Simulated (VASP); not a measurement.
# HPbNO4 (P1) in VASP: further runs, part 2 of 2

VASP 6.6.1. Earlier steps stand in the parts before.

**3. Single point, PBE (14.77 Å³/atom)**

This run uses another cell than the first one, of 14.77 Å³/atom.

Input file INCAR:

```
SYSTEM = HPbNO4
ALGO = Normal
EDIFF = 1E-7
ENCUT = 520
GGA = PE
ISIF = 2
ISMEAR = -1
LASPH = .TRUE.
LCHARG = .FALSE.
LREAL = .FALSE.
LWAVE = .FALSE.
NBANDS = 31
NELM = 80
PREC = Accurate
SIGMA = 0.05
```

Input file KPOINTS:

```
k-points
0
G
  5 5 4
  0 0 0
```

Input file POSCAR:

```
HPbNO4
1.0
    4.2270402807      0.1119062466      0.1692837411
    1.9286891115      3.9170910822      0.1265123421
    1.7725115981      1.2608855398      6.4148642763
H Pb N O
1 1 1 4
Direct
    0.8914500000      0.6820200000      0.6279600000
    0.1442600000      0.9287200000      0.8835200000
    0.2567000000      0.2886100000      0.3017100000
    0.8310800000      0.6505600000      0.7840500000
    0.3869400000      0.2238000000      0.1129500000
    0.3110400000      0.0357600000      0.4585600000
    0.0772600000      0.6063300000      0.3227500000
```

Potentials or basis: VASP PAW PBE potentials, release 64 (H, Pb_d, N, O).

The run is started by

```sh
$ cat potpaw_PBE.64/H/POTCAR potpaw_PBE.64/Pb_d/POTCAR potpaw_PBE.64/N/POTCAR potpaw_PBE.64/O/POTCAR > POTCAR
$ mpirun -np 1 vasp_std > vasp.out
```

OUTCAR:

```text
SYSTEM = HPbNO4
   EDIFF = 1E-7
   ENCUT = 520
   GGA = PE
   ISIF = 2
   ISMEAR = -1
   LASPH = .TRUE.
   LREAL = .FALSE.
   NELM = 80
   PREC = Accurate

 ion  position               nearest neighbor table
   1  0.891  0.682  0.628-   4 0.99
   2  0.144  0.929  0.884-   4 2.50   4 2.53   6 2.69   4 2.74   5 2.83   7 2.86   5 2.93   5 2.95

   3  0.257  0.289  0.302-   6 1.26   7 1.26   5 1.29
   4  0.831  0.651  0.784-   1 0.99   2 2.50   2 2.53   2 2.74
   5  0.387  0.224  0.113-   3 1.29   2 2.83   2 2.93   2 2.95
   6  0.311  0.036  0.459-   3 1.26   2 2.69
   7  0.077  0.606  0.323-   3 1.26   2 2.86

  LATTYP: Found a triclinic cell.
 ALAT       =     6.7736336920
 B/A-ratio  =     1.0080435208
 C/A-ratio  =     0.6247619357
 COS(alpha) =     0.0037064377
 COS(beta)  =     0.3041824545
 COS(gamma) =     0.7937729759

  Lattice vectors:

 A1 = (   1.7725115981,   1.2608855398,   6.4148642763)
 A2 = (  -0.1561775134,  -2.6562055424,   6.2883519342)
 A3 = (   4.2270402807,   0.1119062466,   0.1692837411)

Analysis of symmetry for initial positions (statically):
[... 187 lines left out ...]
 Fermi energy:         1.8280278010

 k-point     1 :       0.0000    0.0000    0.0000
  band No.  band energies     occupation
      1     -24.9631      2.00000
      2     -19.6314      2.00000
      3     -19.3081      2.00000
      4     -16.8235      2.00000
      5     -14.6446      2.00000
      6     -14.6243      2.00000
[... 805 lines left out ...]
     30      11.0191      0.00000
     31      12.6999      0.00000

 [... further k-points ...]

------------------------ aborting loop because EDIFF is reached ----------------------------------------

  FORCE on cell =-STRESS in cart. coord.  units (eV):
  Direction    XX          YY          ZZ          XY          YZ          ZX
  --------------------------------------------------------------------------------------
  -------------------------------------------------------------------------------------
  Total       -0.5781336     -0.8334717     -1.0297315      0.0443931     -0.0259239      0.0230739
  in kB       -8.9565892    -12.9123500    -15.9528554      0.6877483     -0.4016189      0.3574673
  external PRESSURE =     -12.6072649 kB  Pullay stress =       0.0000000 kB

 VOLUME and BASIS-vectors are now :
 -----------------------------------------------------------------------------
  energy-cutoff  :      520.00
  volume of cell :      103.42
      direct lattice vectors                 reciprocal lattice vectors
     4.227040281  0.111906247  0.169283741     0.241428855 -0.117465373 -0.043621352
     1.928689111  3.917091082  0.126512342    -0.004877448  0.259295592 -0.049618622
     1.772511598  1.260885540  6.414864276    -0.006274945 -0.002013934  0.158017646

 POSITION                                       TOTAL-FORCE (eV/Angst)
 -----------------------------------------------------------------------------------
      6.19667      3.56308      4.26547        -0.007217      0.012935      0.175041
      3.96705      4.76804      5.80958        -0.001179     -0.037173     -0.023893
      2.17650      1.53966      2.01540         0.000153     -0.023520     -0.019667
      6.15747      3.62990      5.25257         0.009997      0.009624     -0.135737
      2.26746      1.06236      0.81838        -0.011681      0.069119      0.113859
      2.19655      0.75307      2.99878        -0.003108      0.085307     -0.074814
      2.06808      2.79065      2.16018         0.013036     -0.116292     -0.034789
 -----------------------------------------------------------------------------------
    total drift:                               -0.000382     -0.000252     -0.000993

  FREE ENERGIE OF THE ION-ELECTRON SYSTEM (eV)
  ---------------------------------------------------
  free  energy   TOTEN  =       -40.4273631535 eV

  energy  without entropy=      -40.4273631535  energy(sigma->0) =      -40.42736315
```

Run time: 2.4 min. Hardware: 1 thread of AMD EPYC 7R13 (Zen 3), shared host; peak memory 0.28 GiB.

What came out:

```yaml
Free_energy: -40.4274 eV
Pressure: -1.3 GPa
Largest_force: 0.176 eV/Å
Band_gap_on_the_k_mesh: 2.83 eV
```

Forces in eV/Å, atoms in the order of the input:
```
H   -0.007  0.013  0.175
Pb  -0.001 -0.037 -0.024
N    0.000 -0.024 -0.020
O    0.010  0.010 -0.136
O   -0.012  0.069  0.114
O   -0.003  0.085 -0.075
O    0.013 -0.116 -0.035
```

Stress tensor (GPa, compression positive):
```
-0.90  0.07  0.04
 0.07 -1.29 -0.04
 0.04 -0.04 -1.60
```

Levels at points of the mesh, in eV from the valence-band top:
| k point | band 18 | band 19 | band 20 | band 21 | band 22 | band 23 | band 24 | band 25 | band 26 | band 27 |
| --- | --- | --- | --- | --- | --- | --- | --- | --- | --- | --- |
| (0.00, 0.00, 0.00) | -1.96 | -1.94 | -1.46 | -1.25 | -0.65 | 3.54 | 4.32 | 5.44 | 6.18 | 6.28 |
| (0.00, 0.00, 0.50) | -1.91 | -1.49 | -1.39 | -1.21 | -0.82 | 3.44 | 3.78 | 5.44 | 6.24 | 7.54 |

Caveat: the standard files for N, O and F lose accuracy on very short bonds; spin-orbit coupling is left out, which moves the levels of the heavy elements. A k mesh can miss the band edges.

**4. Single point, PBE (15.06 Å³/atom)**

This run uses another cell than the first one, of 15.06 Å³/atom.

Input file INCAR:

```
SYSTEM = HPbNO4
ALGO = Normal ; EDIFF = 1E-6
ENCUT = 520 ; GGA = PE
ISIF = 2 ; ISMEAR = -1
LASPH = .True. ; LCHARG = .False.
LREAL = .False. ; LWAVE = .False.
NBANDS = 31 ; NELM = 80
PREC = Accurate ; SIGMA = 0.05
```

Input file KPOINTS:

```
k-points
0
Gamma
  5 5 4
  0 0 0
```

Edit POSCAR of step 3 so:

```diff
@@ -2,5 +2,5 @@
 1.0
-    4.2270402807      0.1119062466      0.1692837411
-    1.9286891115      3.9170910822      0.1265123421
-    1.7725115981      1.2608855398      6.4148642763
+    4.2544893633      0.1126329309      0.1703830169
+    1.9412134177      3.9425274513      0.1273338739
+    1.7840217362      1.2690733376      6.4565204063
 H Pb N O
```

The run is started by

```sh
$ cat potpaw_PBE.64/H/POTCAR potpaw_PBE.64/Pb_d/POTCAR potpaw_PBE.64/N/POTCAR potpaw_PBE.64/O/POTCAR > POTCAR
$ mpirun -np 1 vasp_std > vasp.out
```

Wall time 2.4 min (1 thread of AMD EPYC 7R13 (Zen 3), shared host); peak memory 0.3 GiB.

Results (log left out):

```
Free energy            : -40.4037 eV
Pressure               : -2.9 GPa
Largest force          : 0.621 eV/Å
Band gap on the k mesh : 2.81 eV
```

Forces on the atoms (eV/Å):
```
H   -0.017  0.032  0.444
Pb  -0.003 -0.078 -0.047
N   -0.005 -0.002  0.040
O    0.023  0.013 -0.358
O   -0.043  0.242  0.489
O   -0.011  0.401 -0.457
O    0.057 -0.608 -0.111
```

Stress tensor (GPa, compression positive):
```
-1.49  0.18  0.10
 0.18 -3.32  0.01
 0.10  0.01 -3.94
```

Levels at points of the mesh, in eV from the valence-band top:
| k point | band 20 | band 21 | band 22 | band 23 | band 24 | band 25 |
| --- | --- | --- | --- | --- | --- | --- |
| (0.00, 0.00, 0.00) | -1.39 | -1.19 | -0.61 | 3.50 | 4.29 | 5.38 |
| (0.00, 0.00, 0.50) | -1.33 | -1.15 | -0.77 | 3.40 | 3.75 | 5.37 |

Caveat: spin-orbit coupling is left out, which moves the levels of the heavy elements. A k mesh can miss the band edges.

**5. The runs side by side**

| cell | gap on the mesh (eV) | pressure (GPa) | largest force (eV/Å) |
| --- | --- | --- | --- |
| a = 4.204, b = 4.339, c = 6.729 Å, angles 71.9, 72.3, 62.2°, 7 atoms | 2.85 | 0.6 | 0.42 |
| a = 4.232, b = 4.368, c = 6.774 Å, angles 71.9, 72.3, 62.2°, 7 atoms | 2.83 | -1.3 | 0.18 |
| a = 4.259, b = 4.396, c = 6.818 Å, angles 71.9, 72.3, 62.2°, 7 atoms | 2.81 | -2.9 | 0.62 |

Alike in all rows: task single point; level PBE; potentials or basis VASP PAW PBE potentials, release 64 (H, Pb_d, N, O); no spin polarisation; k mesh 5 × 5 × 4; cutoff (eV) 520; smearing fermi-dirac 0.05 eV.

Caveats: spin-orbit coupling is left out, which moves the levels of the heavy elements; the standard files for N, O and F lose accuracy on very short bonds (at least some runs).

Total energies depend on the potentials used, so only differences within one code and one set of settings carry meaning.
